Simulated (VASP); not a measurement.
Wanted: the native input for a VASP 6.6.1 run.

| Item | Value |
| --- | --- |
| Task | single point |
| Functional | LDA |
| Potentials or basis | VASP PAW LDA potentials, release 64 (Cu) |
| Cutoff | 520 eV |
| k mesh | 14 × 14 × 14 |
| Occupations | methfessel-paxton, width 0.1 eV |
| Spin | no spin polarisation |
| Dipole correction | no |
| Further INCAR settings | ALGO = Normal; EDIFF = 1e-07; NBANDS = 12 |

The structure of Cu lies in POSCAR:

```
Cu
1.0
   -1.4757018412      1.4757018412      1.4074681991
    1.4757018412     -1.4757018412      1.4074681991
    1.4757018412      1.4757018412     -1.4074681991
Cu
1
Direct
    0.0000000000      0.0000000000      0.0000000000
```

One way to write it, as run:

INCAR

```
PREC = Accurate
ENCUT = 520
EDIFF = 1E-7
ISMEAR = 1
SIGMA = 0.1
LREAL = False
LASPH = True
NELM = 100
ALGO = Normal
ISIF = 2
LWAVE = False
LCHARG = False
GGA = CA
NBANDS = 12
```

KPOINTS

```
Automatic mesh
0
Gamma
  14 14 14
```

Potentials or basis: VASP PAW LDA potentials, release 64 (Cu).

Command:

```sh
$ cat potpaw_LDA.64/Cu/POTCAR > POTCAR
$ mpirun -np 1 vasp_std > vasp.out
```

It gave:

- Pressure: -15.3 GPa

It took 12 s on 1 thread of Intel(R) Xeon(R) 6975P-C (Granite Rapids) (shared host), peak memory 0.14 GiB.
